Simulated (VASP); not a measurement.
# TiSn (Fm-3m) in VASP: relaxation of cell and atoms with PBE

Aim: the relaxation of cell and atoms of TiSn with PBE.

Everything below comes from runs of VASP 6.6.1. Logs are shortened: lines on timing, memory, paths and dates and some standing lists are left out, and cuts for length are marked.

**1. The cell of the first run**

The structure is cubic, space group Fm-3m (No. 225). Conventional cell: a = 5.601 Å, b = 5.601 Å, c = 5.601 Å, α = 90.00°, β = 90.00°, γ = 90.00°. Ti (site symmetry m-3m) has 6 Sn at 2.80 Å within 3.7 Å. Within 3.7 Å of Sn (site symmetry m-3m) lie 6 Ti at 2.80 Å.

**2. Relaxation of cell and atoms, PBE**

Contents of INCAR:

```
SYSTEM = TiSn
  PREC = Accurate
  ENCUT = 550
  EDIFF = 1E-7
  ISMEAR = -1
  SIGMA = 0.05
  LREAL = .False.
  LASPH = .True.
  NELM = 300
  ALGO = All
  ISIF = 3
  LWAVE = .False.
  LCHARG = .False.
  GGA = PE
  IBRION = 2
  NSW = 60
  EDIFFG = -0.01
  GGA_COMPAT = .False.
  NELMIN = 4
  ISEARCH = 1
  KPAR = 4
```

Contents of KPOINTS:

```
regular mesh
0
Gamma
  8 8 8
  0 0 0
```

Contents of POSCAR:

```
TiSn
1.0
    0.0000000000      2.8005500000      2.8005500000
    2.8005500000      0.0000000000      2.8005500000
    2.8005500000      2.8005500000      0.0000000000
Ti Sn
1 1
Direct
    0.0000000000      0.0000000000      0.0000000000
    0.5000000000      0.5000000000      0.5000000000
```

Potentials or basis: VASP PAW PBE potentials, release 64 (Ti_sv, Sn_d).

The run is started by

```console
$ cat potpaw_PBE.64/Ti_sv/POTCAR potpaw_PBE.64/Sn_d/POTCAR > POTCAR
$ mpirun -np 4 vasp_std > vasp.out
```

OUTCAR:

```text
SYSTEM = TiSn
   PREC = Accurate
   ENCUT = 550
   EDIFF = 1E-7
   ISMEAR = -1
   LREAL = .False.
   LASPH = .True.
   NELM = 300
   ISIF = 3
   GGA = PE
   IBRION = 2
   NSW = 60
   EDIFFG = -0.01
   NELMIN = 4

 ion  position               nearest neighbor table
   1  0.000  0.000  0.000-   2 2.80   2 2.80   2 2.80   2 2.80   2 2.80   2 2.80
   2  0.500  0.500  0.500-   1 2.80   1 2.80   1 2.80   1 2.80   1 2.80   1 2.80

  LATTYP: Found a face centered cubic cell.
 ALAT       =     5.6011000000

  Lattice vectors:

 A1 = (   0.0000000000,   2.8005500000,   2.8005500000)
 A2 = (   2.8005500000,   0.0000000000,   2.8005500000)
 A3 = (   2.8005500000,   2.8005500000,   0.0000000000)

Analysis of symmetry for initial positions (statically):
=====================================================================
 Subroutine PRICEL returns:
 Original cell was already a primitive cell.

 Routine SETGRP: Setting up the symmetry group for a
 face centered cubic supercell.

 Subroutine GETGRP returns: Found 48 space group operations
 (whereof 48 operations were pure point group operations)
 out of a pool of 48 trial point group operations.

The static configuration has the point symmetry O_h .

Analysis of symmetry for dynamics (positions and initial velocities):
=====================================================================
 Subroutine PRICEL returns:
 Original cell was already a primitive cell.

 Routine SETGRP: Setting up the symmetry group for a
 face centered cubic supercell.

 Subroutine GETGRP returns: Found 48 space group operations
 (whereof 48 operations were pure point group operations)
 out of a pool of 48 trial point group operations.

The dynamic configuration has the point symmetry O_h .

 Subroutine INISYM returns: Found 48 space group operations
 (whereof 48 operations are pure point group operations),
 and found     1 'primitive' translations

----------------------------------------------------------------------------------------

                                     Primitive cell

  volume of cell :      43.9299

  direct lattice vectors                    reciprocal lattice vectors
     0.000000000  2.800550000  2.800550000    -0.178536359  0.178536359  0.178536359
     2.800550000  0.000000000  2.800550000     0.178536359 -0.178536359  0.178536359
     2.800550000  2.800550000  0.000000000     0.178536359  0.178536359 -0.178536359

  length of vectors
     3.960575792  3.960575792  3.960575792     0.309234045  0.309234045  0.309234045

  position of ions in fractional coordinates (direct lattice)
     0.000000000  0.000000000  0.000000000
     0.500000000  0.500000000  0.500000000

  ion indices of the primitive-cell ions
   primitive index   ion index
                 1           1
                 2           2

----------------------------------------------------------------------------------------

 KPOINTS: regular mesh

Automatic generation of k-mesh.
 Grid dimensions read from file:
 generate k-points for:    8    8    8

 Generating k-lattice:

  Cartesian coordinates                     Fractional coordinates (reciprocal lattice)
    -0.022317045  0.022317045  0.022317045     0.125000000  0.000000000  0.000000000
     0.022317045 -0.022317045  0.022317045     0.000000000  0.125000000  0.000000000
     0.022317045  0.022317045 -0.022317045     0.000000000  0.000000000  0.125000000

  Length of vectors
     0.038654256  0.038654256  0.038654256

  Shift w.r.t. Gamma in fractional coordinates (k-lattice)
     0.000000000  0.000000000  0.000000000

 Subroutine IBZKPT returns following result:
 ===========================================

 Found     29 irreducible k-points:

 Following reciprocal coordinates:
            Coordinates               Weight
  0.000000  0.000000  0.000000      1.000000
  0.125000  0.000000  0.000000      8.000000
  0.250000  0.000000  0.000000      8.000000
  0.375000  0.000000  0.000000      8.000000
  0.500000  0.000000  0.000000      4.000000
  0.125000  0.125000  0.000000      6.000000
[... 16 lines left out ...]
  0.500000  0.250000  0.125000     48.000000
 -0.375000  0.250000  0.125000     24.000000
 [... further k-points ...]
   k-points           NKPTS =     29   k-points in BZ     NKDIM =     29   number of bands    NBANDS=     17
   number of dos      NEDOS =    301   number of ions     NIONS =      2
   total plane-waves  NPLWV =  27000
   dimension x,y,z NGX =    30 NGY =   30 NGZ =   30
   dimension x,y,z NGXF=    60 NGYF=   60 NGZF=   60
   ions per type =               1   1
   NGX,Y,Z   is equivalent  to a cutoff of  12.59, 12.59, 12.59 a.u.
   NGXF,Y,Z  is equivalent  to a cutoff of  25.19, 25.19, 25.19 a.u.
 SYSTEM =  TiSn
   PREC   = accura    normal or accurate (medium, high low for compatibility)
   ISTART =      0    job   : 0-new  1-cont  2-samecut
   ICHARG =      2    charge: 1-file 2-atom 10-const
   ISPIN  =      1    spin polarized calculation?
   LNONCOLLINEAR =      F non collinear calculations
   LSORBIT =      F    spin-orbit coupling
   LASPH  =      T    aspherical Exc in radial PAW
   ENCUT  =  550.0 eV  40.42 Ry    6.36 a.u.   7.57  7.57  7.57*2*pi/ulx,y,z
   NELM   =    300;   NELMIN=  4; NELMDL= -5     # of ELM steps
   EDIFF  = 0.1E-06   stopping-criterion for ELM
   LREAL  =      F    real-space projection
   EDIFFG = -.1E-01   stopping-criterion for IOM
   NSW    =     60    number of steps for IOM
   IBRION =      2    ionic relax: 0-MD 1-quasi-New 2-CG
   NFREE  =      1    steps in history (QN), initial steepest desc. (CG)
   ISIF   =      3    stress and relaxation
   ISYM   =      2    0-nonsym 1-usesym 2-fastsym
   POTIM  = 0.5000    time-step for ionic-motion
   TEBEG  =    0.0;   TEEND  =   0.0 temperature during run
   PSTRESS=    0.0 pullay stress
   NELECT =      26.0000    total number of electrons
   NUPDOWN=      -1.0000    fix difference up-down
   EMIN   =  10.00;   EMAX   =-10.00  energy-range for DOS
   EFERMI =   0.00;   METHOD = LEGACY
   ISMEAR =    -1;   SIGMA  =   0.05  broadening in eV -4-tet -1-fermi 0-gaus
   EFERMI_NEDOS =   21; number of points for ismear=-14 and -15
   IALGO  =     58    algorithm
   IMIX   =      4    mixing-type and parameters
     AMIX     =   0.40;   BMIX     =  1.00
     AMIX_MAG =   1.60;   BMIX_MAG =  1.00
  volume/ion in A,a.u.               =      21.96       148.23
  Fermi-wavevector in a.u.,A,eV,Ry     =   1.374504  2.597436 25.704953  1.889261
  Thomas-Fermi vector in A             =   2.499924
   LORBIT       =      0    0 simple, 1 ext, 2 COOP (PROOUT), +10 PAW based schemes
   GGA     = PE    functional components
   LHFCALC =     F    Hartree Fock is set to
   AEXX    =    0.0000 exact exchange contribution
   IVDW    =     0    specifies the selected vdW correction
   LEPSILON=     F    determine dielectric tensor
   LRPA    =     F    only Hartree local field effects (RPA)
 conjugate gradient relaxation of ions
 non-spin polarized calculation
  energy-cutoff  :      550.00
  volume of cell :       43.93
 maximum number of plane-waves:      1305
   NGX = 15   NGY = 15   NGZ = 15

 number of electron      26.0000014 magnetization

 Free energy of the ion-electron system (eV)
  ---------------------------------------------------
  ext. energy  EPLUGINS =         0.00000000
  ---------------------------------------------------
  free energy    TOTEN  =       -11.80685963 eV

  energy without entropy =      -11.79940153  energy(sigma->0) =      -11.80313058

 E-fermi :   8.1884     XC(G=0): -10.8240

 val. band max:        8.1721739750   @ k =   0.1250   0.1250   0.0000
 cond. band min:       8.2967478882   @ k =   0.0000   0.0000   0.0000
 fundamental gap:      0.1245739131
 Fermi energy:         8.1884234226

 k-point     1 :       0.0000    0.0000    0.0000
  band No.  band energies     occupation
      1     -49.1298      2.00000
      2     -25.3931      2.00000
      3     -25.3931      2.00000
      4     -25.3931      2.00000
      5     -12.6890      2.00000
      6     -12.6890      2.00000
[... 9 lines left out ...]
     16      11.5211      0.00000
     17      11.5211      0.00000

 k-point     2 :       0.1250    0.0000    0.0000
  band No.  band energies     occupation
      1     -49.1295      2.00000
      2     -25.3979      2.00000
      3     -25.3943      2.00000
      4     -25.3943      2.00000
      5     -12.6846      2.00000
      6     -12.6846      2.00000
[... 9 lines left out ...]
     16      10.7075      0.00000
     17      12.0420      0.00000

 k-point     3 :       0.2500    0.0000    0.0000
  band No.  band energies     occupation
      1     -49.1287      2.00000
      2     -25.4093      2.00000
      3     -25.3973      2.00000
      4     -25.3973      2.00000
      5     -12.6746      2.00000
      6     -12.6746      2.00000
[... 9 lines left out ...]
     16       9.8983      0.00000
     17      13.0070      0.00000

 k-point     4 :       0.3750    0.0000    0.0000
  band No.  band energies     occupation
      1     -49.1280      2.00000
      2     -25.4206      2.00000
      3     -25.4003      2.00000
      4     -25.4003      2.00000
      5     -12.6653      2.00000
      6     -12.6653      2.00000
[... 9 lines left out ...]
     16       9.6571      0.00000
     17      13.8881      0.00000

 k-point     5 :       0.5000    0.0000    0.0000
  band No.  band energies     occupation
      1     -49.1277      2.00000
      2     -25.4253      2.00000
      3     -25.4015      2.00000
      4     -25.4015      2.00000
      5     -12.6618      2.00000
      6     -12.6618      2.00000
[... 9 lines left out ...]
     16       9.6230      0.00000
     17      13.5048      0.00000

 k-point     6 :       0.1250    0.1250    0.0000
  band No.  band energies     occupation
      1     -49.1294      2.00000
      2     -25.3990      2.00000
      3     -25.3948      2.00000
      4     -25.3948      2.00000
      5     -12.6860      2.00000
      6     -12.6816      2.00000
[... 9 lines left out ...]
     16      11.4124      0.00000
     17      11.4710      0.00000

 k-point     7 :       0.2500    0.1250    0.0000
  band No.  band energies     occupation
      1     -49.1288      2.00000
      2     -25.4071      2.00000
      3     -25.3975      2.00000
      4     -25.3973      2.00000
      5     -12.6798      2.00000
      6     -12.6745      2.00000
[... 9 lines left out ...]
     16      10.3703      0.00000
     17      11.6331      0.00000

 k-point     8 :       0.3750    0.1250    0.0000
  band No.  band energies     occupation
      1     -49.1280      2.00000
      2     -25.4170      2.00000
      3     -25.4011      2.00000
      4     -25.4002      2.00000
      5     -12.6701      2.00000
      6     -12.6681      2.00000
[... 9 lines left out ...]
     16       9.7787      0.00000
     17      12.1729      0.00000
[... 203 lines left out ...]
      1     -49.1273      2.00000
      2     -25.4191      2.00000
      3     -25.4061      2.00000
      4     -25.4040      2.00000
      5     -12.6900      2.00000
      6     -12.6670      2.00000
[... 9 lines left out ...]
     16       9.5773      0.00000
     17       9.9647      0.00000

 k-point    20 :      -0.3750    0.3750    0.0000
  band No.  band energies     occupation
      1     -49.1272      2.00000
      2     -25.4160      2.00000
      3     -25.4120      2.00000
      4     -25.4041      2.00000
      5     -12.6865      2.00000
      6     -12.6612      2.00000
[... 9 lines left out ...]
     16       9.7492      0.00000
     17      10.2300      0.00000

 k-point    21 :       0.5000    0.5000    0.0000
  band No.  band energies     occupation
      1     -49.1272      2.00000
      2     -25.4205      2.00000
      3     -25.4044      2.00000
      4     -25.4044      2.00000
      5     -12.6954      2.00000
      6     -12.6685      2.00000
[... 9 lines left out ...]
     16       9.4878      0.00000
     17      10.0056      0.00000

 k-point    22 :       0.3750    0.2500    0.1250
  band No.  band energies     occupation
      1     -49.1282      2.00000
      2     -25.4132      2.00000
      3     -25.4009      2.00000
      4     -25.3997      2.00000
      5     -12.6773      2.00000
      6     -12.6683      2.00000
[... 9 lines left out ...]
     16      10.3501      0.00000
     17      10.7895      0.00000

 k-point    23 :       0.5000    0.2500    0.1250
  band No.  band energies     occupation
      1     -49.1276      2.00000
      2     -25.4184      2.00000
      3     -25.4051      2.00000
      4     -25.4023      2.00000
      5     -12.6757      2.00000
      6     -12.6618      2.00000
[... 9 lines left out ...]
     16       9.7514      0.00000
     17      10.9743      0.00000

 k-point    24 :      -0.3750    0.2500    0.1250
  band No.  band energies     occupation
      1     -49.1274      2.00000
      2     -25.4203      2.00000
      3     -25.4070      2.00000
      4     -25.4034      2.00000
      5     -12.6750      2.00000
      6     -12.6594      2.00000
[... 9 lines left out ...]
     16       9.5235      0.00000
     17      11.5659      0.00000

 [... further k-points ...]

------------------------ aborting loop because EDIFF is reached ----------------------------------------

  FORCE on cell =-STRESS in cart. coord.  units (eV):
  Direction    XX          YY          ZZ          XY          YZ          ZX
  --------------------------------------------------------------------------------------
  -------------------------------------------------------------------------------------
  Total        0.0002303      0.0002303      0.0002303     -0.0000000     -0.0000000     -0.0000000
  in kB        0.0083981      0.0083981      0.0083981     -0.0000000     -0.0000000     -0.0000000
  external PRESSURE =       0.0083981 kB  Pullay stress =       0.0000000 kB

 VOLUME and BASIS-vectors are now :
 -----------------------------------------------------------------------------
  energy-cutoff  :      550.00
  volume of cell :       43.93
      direct lattice vectors                 reciprocal lattice vectors
     0.000000000  2.800550000  2.800550000    -0.178536359  0.178536359  0.178536359
     2.800550000  0.000000000  2.800550000     0.178536359 -0.178536359  0.178536359
     2.800550000  2.800550000  0.000000000     0.178536359  0.178536359 -0.178536359

 POSITION                                       TOTAL-FORCE (eV/Angst)
 -----------------------------------------------------------------------------------
      0.00000      0.00000      0.00000        -0.000000      0.000000      0.000000
      2.80055      2.80055      2.80055         0.000000      0.000000     -0.000000
 -----------------------------------------------------------------------------------
    total drift:                                0.000000      0.000000      0.000000

  FREE ENERGIE OF THE ION-ELECTRON SYSTEM (eV)
  ---------------------------------------------------
  free  energy   TOTEN  =       -11.8068596309 eV

  energy  without entropy=      -11.7994012824  energy(sigma->0) =      -11.80313046

 reached required accuracy - stopping structural energy minimisation
```

Run time: 51 s. Hardware: 4 MPI ranks of Intel Xeon Platinum 8259CL at 2.50GHz (Skylake/Cascade Lake), shared host; peak memory 0.18 GiB.

Results:

| Item | Value |
| --- | --- |
| Free energy | -11.8069 eV |
| Pressure after relaxing | 0.0 GPa |
| Band gap on the k mesh | zero (bands 13 and 14 overlap by 0.34 eV) |

Final structure:
```
CELL_PARAMETERS angstrom
0.00000 2.80055 2.80055
2.80055 0.00000 2.80055
2.80055 2.80055 0.00000
ATOMIC_POSITIONS crystal
Ti 0.00000 0.00000 0.00000
Sn 0.50000 0.50000 0.50000
```

Caveat: the relaxation stopped at its first step, so nothing moved; spin-orbit coupling is left out, which moves the levels of the heavy elements.

The gap in the log of VASP goes by the Fermi energy; the results here count the filled bands.